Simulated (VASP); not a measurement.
**BaRu3: single point with PBEsol**

BaRu3:

```
Ba Ru
1.0
     4.04162    0.00000    0.00000
     0.00000    4.04162    0.00000
     0.00000    0.00000    4.04162
Ba Ru
1 3
Direct
  0.00000 0.00000 0.00000
  0.00000 0.50000 0.50000
  0.50000 0.50000 0.00000
  0.50000 0.00000 0.50000
```

```json
{"Program": "VASP 6.6.1", "Task": "single point", "Functional": "PBEsol", "Potentials or basis": "VASP PAW PBE potentials, release 64 (Ba_sv, Ru_pv)", "Cutoff": "520 eV", "k mesh": "8 × 8 × 8", "Occupations": "gaussian, width 0.05 eV", "Spin": "no spin polarisation"}
```

| Property | Result |
| --- | --- |
| Pressure | 9.2 GPa |
| Band gap on the k mesh | zero (bands 26 and 27 overlap by 1.66 eV) |

Levels at points of the mesh, in eV from the Fermi level:
```
           k point  band 24  band 25  band 26  band 27  band 28  band 29
(0.00, 0.00, 0.00)     0.50     0.50     1.47     1.94     1.94     1.94
(0.50, 0.00, 0.00)    -0.46    -0.42     0.05     0.05     0.72     1.19
(0.50, 0.50, 0.00)    -0.93    -0.15    -0.13    -0.01     0.09     0.09
(0.50, 0.50, 0.50)    -0.68    -0.68     0.65     1.53     1.53     1.53
```

Run time: 2 min on 1 thread of Intel Xeon 8259CL (shared host), peak memory 0.21 GiB.

Caveat: the cell stands under pressure; the PAW data sets were made with another functional, which shifts forces and pressure a little; spin-orbit coupling is left out, which moves the levels of the heavy elements.
